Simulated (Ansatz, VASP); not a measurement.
# Sr2C: VASP beside Ansatz

The input POSCAR:

```
Sr2C
1.0
    0.0000000000      3.3601424449      3.3601424449
    3.3601424449      0.0000000000      3.3601424449
    3.3601424449      3.3601424449      0.0000000000
C Sr
1 2
Direct
    0.0000000000      0.0000000000      0.0000000000
    0.2500000000      0.2500000000      0.2500000000
    0.7500000000      0.7500000000      0.7500000000
```

File INCAR.step1:

```
SYSTEM = Sr2C
ALGO = Normal
EDIFF = 1E-5
ENCUT = 520
GGA = PE
ISIF = 2
ISMEAR = -1
LASPH = .True.
LCHARG = .False.
LREAL = .False.
LWAVE = .True.
NBANDS = 19
NELM = 80
PREC = Accurate
SIGMA = 0.02
```

Contents of INCAR.step2:

```
SYSTEM = Sr2C
AEXX = 0.2
ALGO = Normal
EDIFF = 1E-7
ENCUT = 520
GGA = PE
HFSCREEN = 0.1
ISIF = 2
ISMEAR = -1
ISTART = 1
LASPH = .True.
LCHARG = .False.
LHFCALC = .True.
LREAL = .False.
LWAVE = .False.
NBANDS = 19
NELM = 80
PREC = Accurate
PRECFOCK = Normal
SIGMA = 0.02
```

Contents of KPOINTS:

```
k-points
0
Gamma
  4 4 4
  0 0 0
```

Input for Ansatz:

```yaml
crystal:
  lattice:
    - [0.0, 3.3601424449, 3.3601424449]
    - [3.3601424449, 0.0, 3.3601424449]
    - [3.3601424449, 3.3601424449, 0.0]
  atoms:
    - { symbol: C, position: [0.0, 0.0, 0.0] }
    - { symbol: Sr, position: [0.25, 0.25, 0.25] }
    - { symbol: Sr, position: [0.75, 0.75, 0.75] }
kpoints:
  mp_grid: { grid: [4, 4, 4] }
hamiltonian:
  xc: { exchange: pbe, correlation: pbe, exx: { coeff: 0.2, omega: 0.1 } }
scf:
  occupations: { method: fermi_dirac, width: 0.02 }
  n_extra_bands: 4
output:
  forces: true
  stress: true
  eigenvalues: true
```

Alike in both runs: task single point; functional PBE-based screened hybrid; k mesh 4 × 4 × 4; occupations fermi-dirac, width 0.02 eV; no spin polarisation.

|  | VASP | Ansatz |
| --- | --- | --- |
| version | VASP 6.6.1 | Ansatz 0.2.0 |
| potentials or method | VASP PAW PBE potentials, release 64 (C, Sr_sv) | plane waves |
| plane-wave cutoff (eV) | 520 | 420 |
| valence electrons in the cell | 24 | 24 |

Ansatz gave:

- pressure (GPa): 0.3

Task: Estimate VASP's values.

Result: Pressure (GPa): 0.5.

VASP's potentials were made for PBE, not for PBE-based screened hybrid. Ansatz's warnings: stress exchange threshold loose, stress scf threshold loose.
